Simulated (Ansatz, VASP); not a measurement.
## ZnS in VASP and in Ansatz

```
CELL_PARAMETERS angstrom
0.00000 2.72156 2.72156
2.72156 0.00000 2.72156
2.72156 2.72156 0.00000
ATOMIC_POSITIONS crystal
Zn 0.00000 0.00000 0.00000
S 0.71022 0.76326 0.76326
```

Change from the starting cell: all S atoms moved +0.125 Å, as atom 2 towards its neighbour atom 1 (Zn) at 2.357 Å.

Alike in both runs: task single point; functional PBE; k mesh 8 × 8 × 8; occupations gaussian, width 0.05 eV; no spin polarisation.

```csv
,VASP,Ansatz
version,VASP 6.6.1,Ansatz 0.2.0
potentials or method,"VASP PAW PBE potentials, release 64 (Zn, S), cutoff 520 eV","scalar-relativistic, plane waves, PAW"
valence electrons in the cell,18,18
```

Ansatz gave:

- gap on the k mesh at the Fermi level (eV): 1.96
- least direct gap on the mesh (eV): 1.96
- pressure (GPa): 0.6
- traceless stress, the component that is largest in VASP (GPa): -1.89
- rms of the force components (eV/Å): 0.515

**Question.** Which values does VASP return?

**Answer.** gap on the k mesh at the Fermi level (eV): 1.97; least direct gap on the mesh (eV): 1.97; pressure (GPa): 0.8; traceless stress, the component that is largest in VASP (GPa): -1.91; rms of the force components (eV/Å): 0.518.

Atom by atom the forces differ by 0.003 eV/Å (rms over components). The functional is the same, so the differences come from potentials, cutoffs and numerics.
